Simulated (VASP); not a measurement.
Runs of VASP 6.6.1 on Si5Ge. The structure is that of space group P6/mmm (No. 191), or close to it. The cells are those of the table. The cell was built from a structure type or drawn by symmetry, and may not be a known phase.

```tsv
task	cell	k mesh	cutoff (eV)	gap on the mesh (eV)	pressure (GPa)	relaxed volume (Å³/atom)
relaxation of cell and atoms	relaxed from a = 5.034, b = 5.034, c = 4.160 Å, angles 90.0, 90.0, 120.0°, 6 atoms	6 × 6 × 4	600	none	0.1	16.44
single point	a = 5.034, b = 5.034, c = 4.160 Å, angles 90.0, 90.0, 120.0°, 6 atoms	6 × 6 × 4	520	none	(a)	-
single point	a = 4.938, b = 4.938, c = 4.708 Å, angles 90.0, 90.0, 120.0°, 6 atoms	12 × 12 × 8	520	none	-0.1	-
single point	a = 4.952, b = 4.952, c = 4.643 Å, angles 90.0, 90.0, 120.0°, 6 atoms	6 × 6 × 4	520	none	0.1	-
relaxation of cell and atoms	relaxed from a = 4.952, b = 4.952, c = 4.643 Å, angles 90.0, 90.0, 120.0°, 6 atoms	12 × 12 × 8	600	none	-0.1	16.59
```

Alike in all rows: level PBE; potentials or basis VASP PAW PBE potentials, release 64 (Si, Ge_d); no spin polarisation; smearing gaussian 0.1 eV.

Question: Estimate the missing entries.

Answer: (a) 6.6.

Caveats: some runs use coarse meshes.

A k mesh can miss the band edges, and the runs leave out spin-orbit coupling on Ge.

A gap of «none» marks levels without a gap at the run's occupations.
